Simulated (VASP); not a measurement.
Ge, 4 atoms in the cell. The cell holds a slab with vacuum, 4 atoms: a = 4.074 Å, b = 4.074 Å, c = 20.158 Å, α = 90.00°, β = 90.00°, γ = 120.00°. 

| Property | Result |
| --- | --- |
| Program | VASP 6.6.1 |
| Task | single point |
| Functional | PBE |
| Potentials or basis | VASP PAW PBE potentials, release 64 (Ge_d) |
| Cutoff | 520 eV |
| k mesh | 9 × 9 × 1 |
| Occupations | fermi-dirac, width 0.02 eV |
| Spin | no spin polarisation |
| Dipole correction | yes |
| Electric field (eV/Å) | -0.1 eV/Å |
| Further INCAR settings | ALGO = Normal; EDIFF = 1e-06; NBANDS = 36; EFIELD = -0.1 |

Potentials or basis: VASP PAW PBE potentials, release 64 (Ge_d).

The run is started by

```console
$ cat potpaw_PBE.64/Ge_d/POTCAR > POTCAR
$ mpirun -np 1 vasp_std > vasp.out
```

Hardware: 1 thread of AMD EPYC 7R13 Processor (Zen 3), on a shared host.

Q: Estimate the wall time of this run.

A: Run time: 3.3 min on 1 thread of AMD EPYC 7R13 Processor (Zen 3) (shared host), peak memory 0.37 GiB. Counts: scf iterations 25, k points 12.
